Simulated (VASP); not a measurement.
# Ba8Zr8HO24 (a cell with a defect) in VASP: single point with PBE

Aim: the single point of Ba8Zr8HO24 (a cell with a defect) with PBE.

Program: VASP 6.6.1. These are calculated values, not measurements. Logs are shortened: lines on timing, memory, paths and dates and some standing lists are left out, and cuts for length are marked.

## (1) The cell of the first run

The cell holds a defect, 41 atoms: a = 8.454 Å, b = 8.454 Å, c = 8.454 Å, α = 90.00°, β = 90.00°, γ = 90.00°.

## (2) Single point, PBE

File INCAR:

```
PREC = Accurate ; ENCUT = 520
EDIFF = 1E-6 ; ISMEAR = 0
SIGMA = 0.02 ; LREAL = Auto
LASPH = T ; NELM = 100
ALGO = Fast ; ISIF = 2
LWAVE = F ; LCHARG = F
GGA = PE ; NBANDS = 186
NELECT = 320.0
```

File KPOINTS:

```
Automatic mesh
0
Gamma
  2 2 2
  0.5 0.5 0.5
```

File POSCAR:

```
Ba8Zr8HO24
1.0
    0.0000000000      0.0000000000     -8.4543252743
    0.0000000000     -8.4543252743      0.0000000000
   -8.4543252743      0.0000000000      0.0000000000
Ba Zr O H
8 8 24 1
Direct
    0.4943570142     -0.0000076884      0.5056429533
    1.0022948875     -0.0000031936      0.5019566745
    0.4949623848      0.4999922363      0.5050377010
    1.0036090078      0.4999905803      0.5060995243
    0.4980432930     -0.0000031936      0.9977050476
    1.0173167841     -0.0000096992      0.9826831510
    0.4939004432      0.4999905803      0.9963909273
    1.0068827167      0.4999989784      0.9931173367
    0.2475209945      0.2493166434      0.2493725911
    0.7482334539      0.2647617554      0.2517665137
    0.2475188654      0.7506775283      0.2493710535
    0.7482308516      0.7352149105      0.2517692342
    0.2518643335      0.2506910878      0.7481357524
    0.7506273764      0.2493166434      0.7524790913
    0.2518640969      0.7492957503      0.7481358707
    0.7506289141      0.7506775283      0.7524811021
    0.2495917689      0.2563795371     -0.0010715225
    0.7503018626      0.2242959596      0.0036939672
    0.2495948442      0.7436064731     -0.0010715225
    0.7502940559      0.7757004595      0.0036996447
    0.2502353448      0.2434669750      0.4992752068
    0.7499053791      0.2701138087      0.4992671636
    0.2502303769      0.7565191535      0.4992750886
    0.7499062071      0.7298748037      0.4992711852
    0.2276155622      0.4999949568      0.2554684058
    0.7733052358      0.4999938922      0.2266948500
    0.2701787459      0.9999945266      0.2425450800
    0.7286255023      0.9999977202      0.2713743469
    0.2574867810      0.4999922363      0.7425133049
    0.7445315617      0.4999948385      0.7723844054
    0.2457879171      0.9999919243      0.7542120504
    0.7574550058      0.9999945266      0.7298213399
   -0.0036939672      0.2242959596      0.2496981050
    0.5007328039      0.2701139270      0.2500947067
   -0.0036996447      0.7757005778      0.2497059116
    0.5007287823      0.7298746854      0.2500938787
    0.0010715225      0.2563796553      0.7504083169
    0.5007247607      0.2434669750      0.7497646228
    0.0010715225      0.7436063549      0.7504051233
    0.5007248790      0.7565192718      0.7497695906
    0.8098931349     -0.0000363128      0.1901068326
```

Potentials or basis: VASP PAW PBE potentials, release 64 (Ba_sv, Zr_sv, O, H).

Command:

```
$ cat potpaw_PBE.64/Ba_sv/POTCAR potpaw_PBE.64/Zr_sv/POTCAR potpaw_PBE.64/O/POTCAR potpaw_PBE.64/H/POTCAR > POTCAR
$ mpirun -np 1 vasp_std > vasp.out
```

OUTCAR:

```text
PREC = Accurate
   ENCUT = 520
   EDIFF = 1E-6
   ISMEAR = 0
   LREAL = Auto
   LASPH = T
   NELM = 100
   ISIF = 2
   GGA = PE
   NELECT = 320.0

 ion  position               nearest neighbor table
   1  0.494  1.000  0.506-  28 2.80  21 2.92  38 2.92  40 2.92  23 2.92  27 2.92  32 2.92  31 2.97
                            24 3.14  36 3.14  22 3.14  34 3.14  15 3.59  13 3.59  11 3.67  16 3.67
   2  0.002  1.000  0.502-  32 2.83  35 2.85  33 2.85  21 2.94  23 2.94  31 2.96  37 3.02  39 3.02
                            28 3.03  22 3.13  24 3.13  27 3.15  13 3.64  15 3.64  11 3.65   9 3.65
   3  0.495  0.500  0.505-  29 2.84  34 2.90  22 2.90  36 2.90  24 2.90  38 3.00  21 3.00  23 3.00
                            40 3.00  30 3.09  25 3.09  26 3.33  13 3.59  15 3.59  12 3.62  10 3.62
   4  0.004  0.500  0.506-  25 2.84  22 2.89  24 2.90  37 2.92  39 2.92  29 2.93  21 3.01  23 3.01
                            26 3.06  30 3.14  33 3.18  35 3.18  13 3.61  15 3.61  12 3.64  10 3.64
   5  0.498  1.000  0.998-  27 2.83  20 2.85  18 2.85  38 2.94  40 2.94  31 2.96  17 3.02  19 3.02
                            28 3.03  34 3.13  36 3.13  32 3.15  13 3.64  15 3.64  16 3.65  14 3.65
   6  0.017  1.000  0.983-  41 2.48  31 2.73  19 2.93  39 2.93  37 2.93  17 2.93  35 2.95  20 2.95
                            18 2.95  33 2.95  32 3.07  27 3.07  15 3.52  13 3.52  16 3.65  11 3.65
   7  0.494  0.500  0.996-  30 2.84  34 2.89  36 2.90  17 2.92  19 2.92  29 2.93  38 3.01  40 3.01
                            26 3.06  25 3.14  18 3.18  20 3.18  13 3.61  15 3.61  12 3.64  10 3.64
   8  0.007  0.500  0.993-  26 2.79  25 2.90  30 2.90  39 2.91  19 2.91  37 2.91  17 2.91  29 3.00
                            33 3.19  18 3.19  20 3.19  35 3.19  15 3.61  13 3.61  11 3.65  16 3.65
   9  0.248  0.249  0.249-  21 2.11  27 2.12  17 2.12  25 2.13  33 2.13  34 2.15   2 3.65   6 3.65
                             8 3.65   7 3.66   4 3.67   5 3.67   1 3.67   3 3.68
  10  0.748  0.265  0.252-  26 2.01  22 2.09  34 2.09  18 2.13  33 2.13  28 2.25  41 2.36   3 3.62
                             4 3.64   7 3.64   8 3.68   2 3.75   5 3.75   1 3.77   6 3.92
  11  0.248  0.751  0.249-  23 2.11  27 2.12  19 2.12  25 2.13  35 2.13  36 2.15   2 3.65   6 3.65
                             8 3.65   7 3.66   4 3.67   5 3.67   1 3.67   3 3.68
  12  0.748  0.735  0.252-  26 2.01  24 2.09  36 2.09  35 2.13  20 2.13  28 2.25  41 2.36   3 3.62
                             4 3.64   7 3.64   8 3.68   2 3.75   5 3.75   1 3.77   6 3.92
  13  0.252  0.251  0.748-  38 2.10  21 2.10  29 2.11  31 2.12  17 2.12  37 2.12   6 3.52   3 3.59
                             1 3.59   8 3.61   7 3.61   4 3.61   5 3.64   2 3.64
  14  0.751  0.249  0.752-  38 2.11  32 2.12  37 2.12  30 2.13  18 2.13  22 2.15   5 3.65   6 3.65
                             8 3.65   4 3.66   7 3.67   2 3.67   1 3.67   3 3.68
  15  0.252  0.749  0.748-  23 2.10  40 2.10  29 2.11  31 2.12  39 2.12  19 2.12   6 3.52   3 3.59
                             1 3.59   8 3.61   7 3.61   4 3.61   5 3.64   2 3.64
  16  0.751  0.751  0.752-  40 2.11  32 2.12  39 2.12  30 2.13  20 2.13  24 2.15   5 3.65   6 3.65
                             8 3.65   4 3.66   7 3.67   2 3.67   1 3.67   3 3.68
  17  0.250  0.256  0.999-   9 2.12  13 2.12   8 2.91   7 2.92   6 2.93   5 3.02
  18  0.750  0.224  0.004-  10 2.13  14 2.13   5 2.85   6 2.95   7 3.18   8 3.19
  19  0.250  0.744  0.999-  11 2.12  15 2.12   8 2.91   7 2.92   6 2.93   5 3.02
  20  0.750  0.776  0.004-  12 2.13  16 2.13   5 2.85   6 2.95   7 3.18   8 3.19
  21  0.250  0.243  0.499-  13 2.10   9 2.11   1 2.92   2 2.94   3 3.00   4 3.01
  22  0.750  0.270  0.499-  10 2.09  14 2.15   4 2.89   3 2.90   2 3.13   1 3.14
[... 16 lines left out ...]
  39  0.001  0.744  0.750-  16 2.12  15 2.12   8 2.91   4 2.92   6 2.93   2 3.02
  40  0.501  0.757  0.750-  15 2.10  16 2.11   1 2.92   5 2.94   3 3.00   7 3.01
  41  0.810  1.000  0.190-  28 0.97  12 2.36  10 2.36   6 2.48

  LATTYP: Found a simple cubic cell.
 ALAT       =     8.4543252743

  Lattice vectors:

 A1 = (   0.0000000000,   0.0000000000,  -8.4543252743)
 A2 = (   0.0000000000,  -8.4543252743,   0.0000000000)
 A3 = (  -8.4543252743,   0.0000000000,   0.0000000000)

Analysis of symmetry for initial positions (statically):
=====================================================================
 Subroutine PRICEL returns:
 Original cell was already a primitive cell.

 Routine SETGRP: Setting up the symmetry group for a
 simple cubic supercell.

 Subroutine GETGRP returns: Found  2 space group operations
 (whereof  2 operations were pure point group operations)
 out of a pool of 48 trial point group operations.

The static configuration has the point symmetry C_1h.

Analysis of symmetry for dynamics (positions and initial velocities):
=====================================================================
 Subroutine PRICEL returns:
 Original cell was already a primitive cell.

 Routine SETGRP: Setting up the symmetry group for a
 simple cubic supercell.

 Subroutine GETGRP returns: Found  2 space group operations
 (whereof  2 operations were pure point group operations)
[... 123 lines left out ...]

  Length of vectors
     0.059141325  0.059141325  0.059141325

  Shift w.r.t. Gamma in fractional coordinates (k-lattice)
     0.500000000  0.500000000  0.500000000

 Subroutine IBZKPT returns following result:
 ===========================================

 Found      3 irreducible k-points:

 Following reciprocal coordinates:
            Coordinates               Weight
  0.250000  0.250000  0.250000      4.000000
 -0.250000  0.250000  0.250000      2.000000
 -0.250000 -0.250000  0.250000      2.000000
   k-points           NKPTS =      3   k-points in BZ     NKDIM =      3   number of bands    NBANDS=    186
   number of dos      NEDOS =    301   number of ions     NIONS =     41
   total plane-waves  NPLWV = 262144
   dimension x,y,z NGX =    64 NGY =   64 NGZ =   64
   dimension x,y,z NGXF=   128 NGYF=  128 NGZF=  128
   ions per type =               8   8  24   1
   NGX,Y,Z   is equivalent  to a cutoff of  12.58, 12.58, 12.58 a.u.
   NGXF,Y,Z  is equivalent  to a cutoff of  25.17, 25.17, 25.17 a.u.
 SYSTEM =  unknown system
   PREC   = accura    normal or accurate (medium, high low for compatibility)
   ISTART =      0    job   : 0-new  1-cont  2-samecut
   ICHARG =      2    charge: 1-file 2-atom 10-const
   ISPIN  =      1    spin polarized calculation?
   LNONCOLLINEAR =      F non collinear calculations
   LSORBIT =      F    spin-orbit coupling
   LASPH  =      T    aspherical Exc in radial PAW
   ENCUT  =  520.0 eV  38.22 Ry    6.18 a.u.  15.72 15.72 15.72*2*pi/ulx,y,z
   NELM   =    100;   NELMIN=  2; NELMDL= -5     # of ELM steps
   EDIFF  = 0.1E-05   stopping-criterion for ELM
   LREAL  =      T    real-space projection
   EDIFFG = 0.1E-04   stopping-criterion for IOM
   NSW    =      0    number of steps for IOM
   IBRION =     -1    ionic relax: 0-MD 1-quasi-New 2-CG
   NFREE  =      0    steps in history (QN), initial steepest desc. (CG)
   ISIF   =      2    stress and relaxation
   ISYM   =      2    0-nonsym 1-usesym 2-fastsym
   POTIM  = 0.5000    time-step for ionic-motion
   TEBEG  =    0.0;   TEEND  =   0.0 temperature during run
   PSTRESS=    0.0 pullay stress
   NELECT =     320.0000    total number of electrons
   NUPDOWN=      -1.0000    fix difference up-down
   EMIN   =  10.00;   EMAX   =-10.00  energy-range for DOS
   EFERMI =   0.00;   METHOD = LEGACY
   ISMEAR =     0;   SIGMA  =   0.02  broadening in eV -4-tet -1-fermi 0-gaus
   EFERMI_NEDOS =   21; number of points for ismear=-14 and -15
   IALGO  =     68    algorithm
   IMIX   =      4    mixing-type and parameters
     AMIX     =   0.40;   BMIX     =  1.00
     AMIX_MAG =   1.60;   BMIX_MAG =  1.00
  volume/ion in A,a.u.               =      14.74        99.46
  Fermi-wavevector in a.u.,A,eV,Ry     =   1.324481  2.502907 23.868034  1.754251
  Thomas-Fermi vector in A             =   2.454013
   LORBIT       =      0    0 simple, 1 ext, 2 COOP (PROOUT), +10 PAW based schemes
   GGA     = PE    functional components
   LHFCALC =     F    Hartree Fock is set to
   AEXX    =    0.0000 exact exchange contribution
   IVDW    =     0    specifies the selected vdW correction
   LEPSILON=     F    determine dielectric tensor
   LRPA    =     F    only Hartree local field effects (RPA)
 non-spin polarized calculation
 RMM-DIIS sequential band-by-band and
 Gauss-broadening in eV      SIGMA  =   0.02
  energy-cutoff  :      520.00
  volume of cell :      604.28
 maximum number of plane-waves:     16257
 NGX is ok and might be reduce to    64
   NGX = 31   NGY = 31   NGZ = 31

 number of electron     319.9999954 magnetization

 Free energy of the ion-electron system (eV)
  ---------------------------------------------------
  ext. energy  EPLUGINS =         0.00000000
  ---------------------------------------------------
  free energy    TOTEN  =      -341.84781383 eV

  energy without entropy =     -341.84781383  energy(sigma->0) =     -341.84781383

 E-fermi :   3.5685     XC(G=0): -10.6353

 val. band max:        3.4493678367   @ k =  -0.2500  -0.2500   0.2500
 cond. band min:       7.3561603606   @ k =   0.2500   0.2500   0.2500
 fundamental gap:      3.9067925239
 Fermi energy:         3.5684747603

 k-point     1 :       0.2500    0.2500    0.2500
  band No.  band energies     occupation
      1     -43.7325      2.00000
      2     -43.7289      2.00000
      3     -43.5776      2.00000
      4     -43.5775      2.00000
      5     -43.5756      2.00000
      6     -43.5756      2.00000
[... 514 lines left out ...]
    171       8.7831      0.00000
    172       8.7957      0.00000
 [bands above 172 left out]

------------------------ aborting loop because EDIFF is reached ----------------------------------------

  FORCE on cell =-STRESS in cart. coord.  units (eV):
  Direction    XX          YY          ZZ          XY          YZ          ZX
  --------------------------------------------------------------------------------------
  -------------------------------------------------------------------------------------
  Total       -3.4412453      1.4215220     -3.4412453     -0.0012721      0.0012720     -2.2378051
  in kB       -9.1240857      3.7690102     -9.1240857     -0.0033728      0.0033726     -5.9332956
  external PRESSURE =      -4.8263871 kB  Pullay stress =       0.0000000 kB

 VOLUME and BASIS-vectors are now :
 -----------------------------------------------------------------------------
  energy-cutoff  :      520.00
  volume of cell :      604.28
      direct lattice vectors                 reciprocal lattice vectors
     0.000000000  0.000000000 -8.454325274     0.000000000  0.000000000 -0.118282650
     0.000000000 -8.454325274  0.000000000     0.000000000 -0.118282650  0.000000000
    -8.454325274  0.000000000  0.000000000    -0.118282650  0.000000000  0.000000000

 POSITION                                       TOTAL-FORCE (eV/Angst)
 -----------------------------------------------------------------------------------
     -4.27487     -8.45426     -4.17945         0.031794      0.000030     -0.031794
     -4.24370     -8.45430     -0.01940         0.000817      0.000140      0.010994
     -4.26975     -4.22710     -4.18457         0.005863     -0.000110     -0.005863
     -4.27873     -4.22708     -0.03051         0.010544     -0.000200      0.011411
     -8.43492     -8.45430     -4.21062        -0.010994      0.000140     -0.000817
     -8.30792     -8.45424     -0.14640        -0.034053     -0.000399      0.034053
[... 33 lines left out ...]
     -6.33880     -6.39586     -4.23329        -0.003771      0.006782     -0.001463
     -1.60722     -8.45402     -6.84710         0.085333     -0.000378     -0.085333
 -----------------------------------------------------------------------------------
    total drift:                               -0.005624     -0.000563      0.007728

  FREE ENERGIE OF THE ION-ELECTRON SYSTEM (eV)
  ---------------------------------------------------
  free  energy   TOTEN  =      -341.8478138268 eV

  energy  without entropy=     -341.8478138268  energy(sigma->0) =     -341.84781383
```

Run time: 13 min. Hardware: 1 thread of Intel Xeon 6975P-C (Granite Rapids), shared host; peak memory 0.74 GiB.

What came out:

```yaml
Free_energy: -341.8478 eV
Largest_force: 0.121 eV/Å
```

Forces in eV/Å, atoms in the order of the input:
```
Ba   0.032  0.000 -0.032
Ba   0.001  0.000  0.011
Ba   0.006  0.000 -0.006
Ba   0.011  0.000  0.011
Ba  -0.011  0.000 -0.001
Ba  -0.034  0.000  0.034
Ba  -0.011  0.000 -0.011
Ba  -0.009  0.000  0.009
Zr   0.004  0.000 -0.001
Zr  -0.012  0.015  0.012
Zr   0.004  0.000 -0.001
Zr  -0.012 -0.015  0.012
Zr  -0.003 -0.006  0.003
Zr   0.001  0.000 -0.004
Zr  -0.003  0.006  0.003
Zr   0.001  0.000 -0.004
O    0.003  0.003 -0.005
O    0.001 -0.024 -0.009
O    0.002 -0.003 -0.005
O    0.002  0.024 -0.009
O    0.001 -0.007  0.004
O    0.002  0.025  0.000
O    0.001  0.007  0.004
O    0.002 -0.025  0.001
O    0.001  0.000 -0.031
O   -0.022  0.000  0.022
O   -0.009  0.000  0.030
O   -0.070  0.000  0.070
O   -0.005  0.000  0.005
O    0.031  0.000 -0.001
O    0.023  0.000 -0.023
O   -0.030  0.000  0.009
O    0.009 -0.024 -0.001
O    0.000  0.025 -0.002
O    0.009  0.024 -0.002
O   -0.001 -0.025 -0.002
O    0.005  0.003 -0.003
O   -0.004 -0.007 -0.001
O    0.005 -0.003 -0.002
O   -0.004  0.007 -0.001
H    0.085  0.000 -0.085
```

Caveat: the cell carries a net charge on a neutralising background, which shifts energy and pressure; the cell is charged against a uniform background, so pressure and absolute levels hang on convention; spin-orbit coupling is left out, which moves the levels of the heavy elements.
